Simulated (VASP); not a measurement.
Set up this calculation in VASP 6.6.1, as the native input.

```
Task                   : single point
Functional             : LDA
Potentials or basis    : VASP PAW LDA potentials, release 64 (Cs_sv, Cd, Cl)
Cutoff                 : 500 eV
k mesh                 : 6 × 6 × 6
Occupations            : gaussian, width 0.02 eV
Spin                   : no spin polarisation
Dipole correction      : no
Further INCAR settings : ALGO = Normal; EDIFF = 1e-06; NBANDS = 29
```

The structure of CsCdCl3 lies in POSCAR:

```
CsCdCl3
1.0
    4.5122208246      0.0000000000      0.0000000000
    0.0000000000      4.5122208246      0.0000000000
    0.0000000000      0.0000000000      4.5122208246
Cs Cd Cl
1 1 3
Direct
    0.0000000000      0.0000000000      0.0000000000
    0.5000000000      0.5000000000      0.5000000000
    0.0000000000      0.5000000000      0.5000000000
    0.5000000000      0.0000000000      0.5000000000
    0.5000000000      0.5000000000      0.0000000000
```

These files were run (other wordings do the same):

INCAR

```
PREC     = Accurate       # precision mode
ENCUT    = 500            # plane-wave cutoff, eV
EDIFF    = 1E-6           # SCF threshold, eV
ISMEAR   = 0              # smearing method
SIGMA    = 0.02           # smearing width, eV
LREAL    = False          # projectors in reciprocal space
LASPH    = True           # aspherical terms in the spheres
NELM     = 120            # most SCF steps
ALGO     = Normal         # electronic algorithm
ISIF     = 2              # what is computed and relaxed
LWAVE    = False          # write WAVECAR
LCHARG   = False          # write CHGCAR
NBANDS   = 29             # bands
GGA_COMPAT= False
```

KPOINTS

```
regular mesh
0
Gamma
  6 6 6
```

Potentials or basis: VASP PAW LDA potentials, release 64 (Cs_sv, Cd, Cl).

Command:

```console
$ cat potpaw_LDA.64/Cs_sv/POTCAR potpaw_LDA.64/Cd/POTCAR potpaw_LDA.64/Cl/POTCAR > POTCAR
$ mpirun -np 1 vasp_std > vasp.out
```

Results of the run:

```
Pressure               : 41.6 GPa
Band gap on the k mesh : 1.80 eV, indirect (least direct gap 3.93 eV)
```

Caveat: spin-orbit coupling is left out, which moves the levels of the heavy elements.

It took 25 s on 1 thread of AMD EPYC 9R45 96-Core Processor (Zen 5), on a shared host, peak memory 0.17 GiB.
